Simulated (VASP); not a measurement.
Wanted: the native input for a VASP 6.6.1 run.

| Property | Result |
| --- | --- |
| Task | single point |
| Functional | PBE |
| Potentials or basis | VASP PAW PBE potentials, release 64 (K_sv, Sb, I) |
| Cutoff | 520 eV |
| k mesh | 4 × 4 × 4 |
| Occupations | gaussian, width 0.1 eV |
| Spin | no spin polarisation |
| Dipole correction | no |
| Further INCAR settings | ALGO = Normal; EDIFF = 1e-07; NBANDS = 28 |

The structure of K3SbI lies in POSCAR:

```
K3SbI
1.0
    5.3771530500      0.0000000000      0.0000000000
    0.0000000000      5.3771530500      0.0000000000
    0.0000000000      0.0000000000      5.3771530500
K Sb I
3 1 1
Direct
    0.0000000000      0.5000000000      0.5000000000
    0.5000000000      0.0000000000      0.5000000000
    0.5000000000      0.5000000000      0.0000000000
    0.0000000000      0.0000000000      0.0000000000
    0.5000000000      0.5000000000      0.5000000000
```

The input as run:

INCAR

```
SYSTEM = K3SbI
PREC = Accurate
ENCUT = 520
EDIFF = 1E-7
ISMEAR = 0
SIGMA = 0.1
LREAL = .False.
LASPH = .True.
NELM = 60
ALGO = Normal
ISIF = 2
LWAVE = .False.
LCHARG = .False.
GGA = PE
NBANDS = 28
```

KPOINTS

```
regular mesh
0
Gamma
  4 4 4
  0 0 0
```

Potentials or basis: VASP PAW PBE potentials, release 64 (K_sv, Sb, I).

Launch:

```bash
$ cat potpaw_PBE.64/K_sv/POTCAR potpaw_PBE.64/Sb/POTCAR potpaw_PBE.64/I/POTCAR > POTCAR
$ mpirun -np 1 vasp_std > vasp.out
```

Results of the run:

```json
{"Pressure": "18.6 GPa"}
```

Caveat: an odd number of electrons without spin polarisation forces a metal; a magnetic or distorted state may lie lower.

Run time: 52 s on 1 thread of Intel Xeon 6975P-C (shared host), peak memory 0.26 GiB.
